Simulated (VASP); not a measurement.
# Be: single point with LDA

The system is Be.

```
Be
1.0
     2.22952    0.00000    0.00000
    -1.11476    1.93082    0.00000
     0.00000    0.00000    3.50833
Be
2
Direct
  0.33333 0.66667 0.25000
  0.66667 0.33333 0.75000
```

| Item | Value |
| --- | --- |
| Program | VASP 6.6.1 |
| Task | single point |
| Functional | LDA |
| Potentials or basis | VASP PAW LDA potentials, release 64 (Be) |
| Cutoff | 520 eV |
| k mesh | 16 × 16 × 9 |
| Occupations | methfessel-paxton, width 0.3 eV |
| Spin | no spin polarisation |

```yaml
Pressure: 0.4 GPa
Band_gap_on_the_k_mesh: zero (band 2 reaches 8.05 eV, above the bottom of band 3 at 6.47 eV)
```

Stress tensor (GPa, compression positive):
```
0.46 0.00 0.00
0.00 0.46 0.00
0.00 0.00 0.35
```

Levels at points of the mesh, in eV from the Fermi level:
```tsv
k point	band 1	band 2	band 3	band 4	band 5	band 6
(0.00, 0.00, 0.00)	-11.35	-4.50	1.50	16.40	16.40	19.33
(0.50, 0.00, 0.00)	-5.05	-3.02	3.79	6.78	7.18	9.68
```

Run time: 12 s on 1 thread of Intel(R) Xeon(R) Platinum 8259CL CPU @ 2.50GHz (Skylake/Cascade Lake), with other jobs on the host, peak memory 0.12 GiB.
